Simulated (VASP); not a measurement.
A run of VASP 6.6.1 is set up as follows.

INCAR

```
PREC     = Accurate       # precision mode
ENCUT    = 520            # plane-wave cutoff, eV
EDIFF    = 1E-6           # SCF threshold, eV
ISMEAR   = 1              # smearing method
SIGMA    = 0.15           # smearing width, eV
LREAL    = False          # projectors in reciprocal space
LASPH    = True           # aspherical terms in the spheres
NELM     = 80             # most SCF steps
ALGO     = Normal         # electronic algorithm
ISIF     = 2              # what is computed and relaxed
LWAVE    = False          # write WAVECAR
LCHARG   = True           # write CHGCAR
GGA      = PS             # functional
IVDW     = 12             # dispersion correction
LELF     = True           # ELF
LVHAR    = True         
NBANDS   = 16             # bands
```

Contents of KPOINTS:

```
regular mesh
0
Gamma
  10 10 3
```

Contents of POSCAR:

```
C
1.0
    1.2280480000     -2.1270620000      0.0000000000
    1.2280480000      2.1270620000      0.0000000000
    0.0000000000      0.0000000000      7.1732680000
C
4
Direct
    0.0833790000      0.9166210000      0.7531380000
    0.5833790000      0.4166210000      0.2468620000
    0.9166210000      0.0833790000      0.2468620000
    0.4166210000      0.5833790000      0.7391973526
```

Potentials or basis: VASP PAW PBE potentials, release 64 (C).

The run is started by

```bash
$ cat potpaw_PBE.64/C/POTCAR > POTCAR
$ mpirun -np 1 vasp_std > vasp.out
```

Question: What does it give for the pressure?

Answer: 0.5 GPa.

Question: Predict the band gap on the k mesh.

Answer: 1.23 eV.

Question: Predict the dispersion energy per atom.

Answer: -0.103 eV.

Question: Estimate the largest force.

Answer: 1.679 eV/Å.

Stress tensor (GPa, compression positive):
```
 2.10  0.00  0.00
 0.00  1.86 -0.01
 0.00 -0.01 -2.38
```

Caveat: three body term missing; the PAW data sets were made with another functional, which shifts forces and pressure a little. A k mesh can miss the band edges.
